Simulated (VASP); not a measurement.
# Si in VASP: single point with PBE

Aim: the single point of Si with PBE.

All numbers are computed with VASP 6.6.1; they aren't measurements. Logs are shortened: lines on timing, memory, paths and dates and some standing lists are left out, and cuts for length are marked.

## Step 1: The cell of the first run

The cell holds a slab with vacuum, 4 atoms: a = 3.868 Å, b = 3.868 Å, c = 19.612 Å, α = 90.00°, β = 90.00°, γ = 90.00°.

## Step 2: Single point, PBE

The input, INCAR:

```
PREC = Accurate
ENCUT = 400
EDIFF = 1E-6
ISMEAR = 0
SIGMA = 0.05
LREAL = F
LASPH = T
NELM = 120
ALGO = Normal
ISIF = 2
LWAVE = F
LCHARG = T
LDIPOL = T
IDIPOL = 3
DIPOL = 0.5 0.5 0.309
GGA = PE
LELF = T
LVHAR = T
LVACPOTAV = T
NBANDS = 16
GGA_COMPAT = F
NELMDL = -8
```

The input, KPOINTS:

```
regular mesh
0
Gamma
  7 7 1
```

The input, POSCAR:

```
Si
1.0
    3.8675357018      0.0000000000      0.0000000000
    0.0000000000      3.8675357018      0.0000000000
    0.0000000000      0.0000000000     19.6115149105
Si
4
Direct
    0.0000000000      0.5000000000      0.2039618060
    0.0000000000      0.0000000000      0.2736851480
    0.5000000000      0.0000000000      0.3452315356
    0.5000000000      0.5000000000      0.4136098077
```

Potentials or basis: VASP PAW PBE potentials, release 64 (Si).

On the command line:

```sh
$ cat potpaw_PBE.64/Si/POTCAR > POTCAR
$ mpirun -np 1 vasp_std > vasp.out
```

OUTCAR:

```text
PREC = Accurate
   ENCUT = 400
   EDIFF = 1E-6
   ISMEAR = 0
   LREAL = F
   LASPH = T
   NELM = 120
   ISIF = 2
   GGA = PE
   NELMDL = -8

 ion  position               nearest neighbor table
   1  0.000  0.500  0.204-   2 2.37   2 2.37
   2  0.000  0.000  0.274-   1 2.37   1 2.37   3 2.39   3 2.39
   3  0.500  0.000  0.345-   4 2.35   4 2.35   2 2.39   2 2.39
   4  0.500  0.500  0.414-   3 2.35   3 2.35

  LATTYP: Found a simple tetragonal cell.
 ALAT       =     3.8675357018
 C/A-ratio  =     5.0708038458

  Lattice vectors:

 A1 = (   3.8675357018,   0.0000000000,   0.0000000000)
 A2 = (   0.0000000000,   3.8675357018,   0.0000000000)
 A3 = (   0.0000000000,   0.0000000000,  19.6115149105)

Analysis of symmetry for initial positions (statically):
=====================================================================
 Subroutine PRICEL returns:
 Original cell was already a primitive cell.

 Routine SETGRP: Setting up the symmetry group for a
 simple tetragonal supercell.

 Subroutine GETGRP returns: Found  4 space group operations
 (whereof  4 operations were pure point group operations)
 out of a pool of 16 trial point group operations.

The static configuration has the point symmetry C_2v.

Analysis of symmetry for dynamics (positions and initial velocities):
=====================================================================
 Subroutine PRICEL returns:
 Original cell was already a primitive cell.

 Routine SETGRP: Setting up the symmetry group for a
 simple tetragonal supercell.

 Subroutine GETGRP returns: Found  4 space group operations
 (whereof  4 operations were pure point group operations)
 out of a pool of 16 trial point group operations.

The dynamic configuration has the point symmetry C_2v.

 Subroutine INISYM returns: Found  4 space group operations
 (whereof  4 operations are pure point group operations),
 and found     1 'primitive' translations

----------------------------------------------------------------------------------------

                                     Primitive cell

  volume of cell :     293.3458

  direct lattice vectors                    reciprocal lattice vectors
     3.867535702  0.000000000  0.000000000     0.258562578  0.000000000  0.000000000
     0.000000000  3.867535702  0.000000000     0.000000000  0.258562578  0.000000000
     0.000000000  0.000000000 19.611514910     0.000000000  0.000000000  0.050990452

  length of vectors
     3.867535702  3.867535702 19.611514910     0.258562578  0.258562578  0.050990452

  position of ions in fractional coordinates (direct lattice)
     0.000000000  0.500000000  0.203961806
     0.000000000  0.000000000  0.273685148
     0.500000000  0.000000000  0.345231536
     0.500000000  0.500000000  0.413609808

  ion indices of the primitive-cell ions
   primitive index   ion index
                 1           1
                 2           2
                 3           3
                 4           4

----------------------------------------------------------------------------------------

 KPOINTS: regular mesh

Automatic generation of k-mesh.
 Grid dimensions read from file:
 generate k-points for:    7    7    1

 Generating k-lattice:

  Cartesian coordinates                     Fractional coordinates (reciprocal lattice)
     0.036937511  0.000000000  0.000000000     0.142857143  0.000000000  0.000000000
     0.000000000  0.036937511  0.000000000     0.000000000  0.142857143  0.000000000
     0.000000000  0.000000000  0.050990452     0.000000000  0.000000000  1.000000000

  Length of vectors
     0.036937511  0.036937511  0.050990452

  Shift w.r.t. Gamma in fractional coordinates (k-lattice)
     0.000000000  0.000000000  0.000000000

 Subroutine IBZKPT returns following result:
 ===========================================

 Found     16 irreducible k-points:

 Following reciprocal coordinates:
            Coordinates               Weight
  0.000000  0.000000  0.000000      1.000000
  0.142857  0.000000  0.000000      2.000000
  0.000000  0.142857  0.000000      2.000000
  0.285714  0.000000  0.000000      2.000000
  0.000000  0.285714  0.000000      2.000000
  0.428571  0.000000  0.000000      2.000000
[... 8 lines left out ...]
 -0.285714  0.428571  0.000000      4.000000
  0.428571  0.428571  0.000000      4.000000
   k-points           NKPTS =     16   k-points in BZ     NKDIM =     16   number of bands    NBANDS=     16
   number of dos      NEDOS =    301   number of ions     NIONS =      4
   total plane-waves  NPLWV = 100352
   dimension x,y,z NGX =    28 NGY =   28 NGZ =  128
   dimension x,y,z NGXF=    56 NGYF=   56 NGZF=  256
   ions per type =               4
   NGX,Y,Z   is equivalent  to a cutoff of  12.04, 12.04, 10.85 a.u.
   NGXF,Y,Z  is equivalent  to a cutoff of  24.07, 24.07, 21.70 a.u.
 SYSTEM =  unknown system
   PREC   = accura    normal or accurate (medium, high low for compatibility)
   ISTART =      0    job   : 0-new  1-cont  2-samecut
   ICHARG =      2    charge: 1-file 2-atom 10-const
   ISPIN  =      1    spin polarized calculation?
   LNONCOLLINEAR =      F non collinear calculations
   LSORBIT =      F    spin-orbit coupling
   LASPH  =      T    aspherical Exc in radial PAW
   ENCUT  =  400.0 eV  29.40 Ry    5.42 a.u.   6.31  6.31 31.98*2*pi/ulx,y,z
   NELM   =    120;   NELMIN=  2; NELMDL= -8     # of ELM steps
   EDIFF  = 0.1E-05   stopping-criterion for ELM
   LREAL  =      F    real-space projection
   EDIFFG = 0.1E-04   stopping-criterion for IOM
   NSW    =      0    number of steps for IOM
   IBRION =     -1    ionic relax: 0-MD 1-quasi-New 2-CG
   NFREE  =      0    steps in history (QN), initial steepest desc. (CG)
   ISIF   =      2    stress and relaxation
   ISYM   =      2    0-nonsym 1-usesym 2-fastsym
   POTIM  = 0.5000    time-step for ionic-motion
   TEBEG  =    0.0;   TEEND  =   0.0 temperature during run
   PSTRESS=    0.0 pullay stress
   NELECT =      16.0000    total number of electrons
   NUPDOWN=      -1.0000    fix difference up-down
   EMIN   =  10.00;   EMAX   =-10.00  energy-range for DOS
   EFERMI =   0.00;   METHOD = LEGACY
   ISMEAR =     0;   SIGMA  =   0.05  broadening in eV -4-tet -1-fermi 0-gaus
   EFERMI_NEDOS =   21; number of points for ismear=-14 and -15
   IALGO  =     38    algorithm
   IMIX   =      4    mixing-type and parameters
     AMIX     =   0.40;   BMIX     =  1.00
     AMIX_MAG =   1.60;   BMIX_MAG =  1.00
  volume/ion in A,a.u.               =      73.34       494.90
  Fermi-wavevector in a.u.,A,eV,Ry     =   0.620852  1.173241  5.244467  0.385457
  Thomas-Fermi vector in A             =   1.680150
   LORBIT       =      0    0 simple, 1 ext, 2 COOP (PROOUT), +10 PAW based schemes
   GGA     = PE    functional components
   LHFCALC =     F    Hartree Fock is set to
   AEXX    =    0.0000 exact exchange contribution
   IVDW    =     0    specifies the selected vdW correction
   LEPSILON=     F    determine dielectric tensor
   LRPA    =     F    only Hartree local field effects (RPA)
 non-spin polarized calculation
 Gauss-broadening in eV      SIGMA  =   0.05
  energy-cutoff  :      400.00
  volume of cell :      293.35
 maximum number of plane-waves:      5352
 NGX is ok and might be reduce to    28
   NGX = 13   NGY = 13   NGZ = 63

 dipolmoment           0.000000      0.000000      0.000361 electrons x Angstroem

 number of electron      15.9999997 magnetization

 dipolmoment           0.000000      0.000000     -0.001105 electrons x Angstroem

 Free energy of the ion-electron system (eV)
  ---------------------------------------------------
  ext. energy  EPLUGINS =         0.00000000
  ---------------------------------------------------
  free energy    TOTEN  =       -18.00627945 eV

  energy without entropy =      -18.00120135  energy(sigma->0) =      -18.00374040

 E-fermi :  -2.3199     XC(G=0):  -3.5636

 val. band max:       -2.3543949935   @ k =   0.0000   0.4286   0.0000
 cond. band min:      -2.3084398323   @ k =   0.4286   0.2857   0.0000
 fundamental gap:      0.0459551613
 Fermi energy:        -2.3199311037

 k-point     1 :       0.0000    0.0000    0.0000
  band No.  band energies     occupation
      1     -13.0331      2.00000
      2     -10.8906      2.00000
      3      -7.6431      2.00000
      4      -4.1813      2.00000
      5      -3.9820      2.00000
      6      -3.8828      2.00000
[... 8 lines left out ...]
     15       2.6125      0.00000
     16       2.7646      0.00000

 k-point     2 :       0.1429    0.0000    0.0000
  band No.  band energies     occupation
      1     -12.8748      2.00000
      2     -10.8445      2.00000
      3      -7.5515      2.00000
      4      -5.2241      2.00000
      5      -4.0687      2.00000
      6      -3.4299      2.00000
[... 8 lines left out ...]
     15       2.7768      0.00000
     16       2.9907      0.00000

 k-point     3 :       0.0000    0.1429    0.0000
  band No.  band energies     occupation
      1     -12.8664      2.00000
      2     -10.7050      2.00000
      3      -7.8186      2.00000
      4      -4.9078      2.00000
      5      -4.5867      2.00000
      6      -3.8662      2.00000
[... 8 lines left out ...]
     15       2.9749      0.00000
     16       2.9917      0.00000

 k-point     4 :       0.2857    0.0000    0.0000
  band No.  band energies     occupation
      1     -12.4205      2.00000
      2     -10.8169      2.00000
      3      -7.3583      2.00000
      4      -6.5651      2.00000
      5      -3.7589      2.00000
      6      -3.3205      2.00000
[... 8 lines left out ...]
     15       3.2783      0.00000
     16       3.5174      0.00000
[... 172 lines left out ...]
 k-point    14 :       0.4286    0.2857    0.0000
  band No.  band energies     occupation
      1     -11.0717      2.00000
      2     -10.3839      2.00000
      3      -7.7616      2.00000
      4      -7.3685      2.00000
      5      -5.3405      2.00000
      6      -5.1791      2.00000
[... 8 lines left out ...]
     15       4.1307      0.00000
     16       4.5575      0.00000

 k-point    15 :      -0.2857    0.4286    0.0000
  band No.  band energies     occupation
      1     -11.1055      2.00000
      2      -9.2046      2.00000
      3      -9.1409      2.00000
      4      -7.9009      2.00000
      5      -5.2316      2.00000
      6      -4.7129      2.00000
[... 8 lines left out ...]
     15       3.7537      0.00000
     16       4.3465      0.00000

 k-point    16 :       0.4286    0.4286    0.0000
  band No.  band energies     occupation
      1     -10.3404      2.00000
      2      -9.5285      2.00000
      3      -8.7314      2.00000
      4      -8.3372      2.00000
      5      -5.3699      2.00000
      6      -5.0077      2.00000
[... 8 lines left out ...]
     15       3.7210      0.00000
     16       4.3678      0.00000

------------------------ aborting loop because EDIFF is reached ----------------------------------------

  FORCE on cell =-STRESS in cart. coord.  units (eV):
  Direction    XX          YY          ZZ          XY          YZ          ZX
  --------------------------------------------------------------------------------------
  -------------------------------------------------------------------------------------
  Total       -2.9441539     -1.2324466     -0.2420314      0.0000000      0.0000000      0.0000000
  in kB      -16.0801943     -6.7312989     -1.3219120      0.0000000      0.0000000      0.0000000
  external PRESSURE =      -8.0444684 kB  Pullay stress =       0.0000000 kB

 VOLUME and BASIS-vectors are now :
 -----------------------------------------------------------------------------
  energy-cutoff  :      400.00
  volume of cell :      293.35
      direct lattice vectors                 reciprocal lattice vectors
     3.867535702  0.000000000  0.000000000     0.258562578  0.000000000  0.000000000
     0.000000000  3.867535702  0.000000000     0.000000000  0.258562578  0.000000000
     0.000000000  0.000000000 19.611514910     0.000000000  0.000000000  0.050990452

 POSITION                                       TOTAL-FORCE (eV/Angst)
 -----------------------------------------------------------------------------------
      0.00000      1.93377      4.00000         0.000000      0.000000      0.158560
      0.00000      0.00000      5.36738         0.000000      0.000000     -0.151957
      1.93377      0.00000      6.77051         0.000000      0.000000     -0.001860
      1.93377      1.93377      8.11151         0.000000      0.000000     -0.004743
 -----------------------------------------------------------------------------------
    total drift:                               -0.000000     -0.000000      0.000005

  FREE ENERGIE OF THE ION-ELECTRON SYSTEM (eV)
  ---------------------------------------------------
  free  energy   TOTEN  =       -18.0062794473 eV

  energy  without entropy=      -18.0012013506  energy(sigma->0) =      -18.00374040

 vacuum level on the upper side and lower side of the slab         3.023         3.036
```

Wall time 78 s (1 thread of Intel Xeon Platinum 8375C at 2.90GHz (Ice Lake), shared host); peak memory 0.29 GiB.

Results:

```yaml
Free_energy: -18.0063 eV
Largest_force: 0.159 eV/Å
Band_gap_on_the_k_mesh: zero (bands 8 and 9 overlap by 0.66 eV)
```

Forces on the atoms (eV/Å):
```
Si   0.000  0.000  0.159
Si   0.000  0.000 -0.152
Si   0.000  0.000 -0.002
Si   0.000  0.000 -0.005
```

Levels at points of the mesh, in eV from the Fermi level:
```csv
k point,band 5,band 6,band 7,band 8,band 9,band 10,band 11,band 12
"(0.00, 0.00, 0.00)",-1.66,-1.56,-0.48,0.47,1.39,1.84,2.02,2.99
```

The gap in the log of VASP goes by the Fermi energy; the results here count the filled bands.